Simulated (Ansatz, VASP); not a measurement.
**SiC: VASP beside Ansatz**

INCAR

```
  PREC = Accurate
  ENCUT = 520
  EDIFF = 1E-6
  ISMEAR = 0
  SIGMA = 0.05
  LREAL = F
  LASPH = T
  NELM = 80
  ALGO = Normal
  ISIF = 2
  LWAVE = F
  LCHARG = F
  GGA = PE
  NBANDS = 26
```

Contents of KPOINTS:

```
regular mesh
0
Gamma
  12 12 4
```

POSCAR

```
SiC
1.0
    3.0941201807      0.0000000000      0.0000000000
   -1.5470600903      2.6795866789      0.0000000000
    0.0000000000      0.0000000000     10.1293391985
Si C
4 4
Direct
    0.6666666667      0.3333333333      0.9378441878
    0.3333333333      0.6666666667      0.4378441878
    0.0000000000      0.0000000000      0.6878995565
    0.0000000000      0.0000000000      0.1878995565
    0.6666666667      0.3333333333      0.7424032117
    0.3333333333      0.6666666667      0.2424032117
    0.0000000000      0.0000000000      0.4930435756
    0.0000000000      0.0000000000     -0.0069564244
```

Input for Ansatz:

```yaml
crystal:
  lattice:
    - [3.0941201807, 0.0, 0.0]
    - [-1.5470600903, 2.6795866789, 0.0]
    - [0.0, 0.0, 10.1293391985]
  atoms:
    - { symbol: Si, position: [0.6666666667, 0.3333333333, 0.9378441878] }
    - { symbol: Si, position: [0.3333333333, 0.6666666667, 0.4378441878] }
    - { symbol: Si, position: [0.0, 0.0, 0.6878995565] }
    - { symbol: Si, position: [0.0, 0.0, 0.1878995565] }
    - { symbol: C, position: [0.6666666667, 0.3333333333, 0.7424032117] }
    - { symbol: C, position: [0.3333333333, 0.6666666667, 0.2424032117] }
    - { symbol: C, position: [0.0, 0.0, 0.4930435756] }
    - { symbol: C, position: [0.0, 0.0, -0.0069564244] }
basis:
  ecutwfc: 420
kpoints:
  mp_grid: { grid: [12, 12, 4] }
hamiltonian:
  xc: pbe
scf:
  occupations: { method: gaussian, width: 0.05 }
output:
  forces: true
  stress: true
  eigenvalues: true
```

Change from the starting cell: all C atoms moved -0.075 Å, as atom 5 along Cartesian [0 0 1].

Alike in both runs: task single point; functional PBE; k mesh 12 × 12 × 4; occupations gaussian, width 0.05 eV; no spin polarisation.

|  | VASP | Ansatz |
| --- | --- | --- |
| version | VASP 6.6.1 | Ansatz 0.2.0 |
| potentials or method | VASP PAW PBE potentials, release 64 (Si, C), cutoff 520 eV | scalar-relativistic, plane waves, PAW |
| valence electrons in the cell | 32 | 32 |

```tsv
	VASP	Ansatz	Ansatz less VASP
gap on the k mesh at the Fermi level (eV)	1.91	1.91	+0.001
least direct gap on the mesh (eV)	3.55	3.55	+0.001
pressure (GPa)	0.5	0.6	+0.06
traceless stress, the component that is largest in VASP (GPa)	-4.16	-4.17	-0.011
rms of the force components (eV/Å)	0.660	0.660	-0.0002
```

Atom by atom the forces differ by 0.001 eV/Å (rms over components). The functional is the same, so the differences come from potentials, cutoffs and numerics.
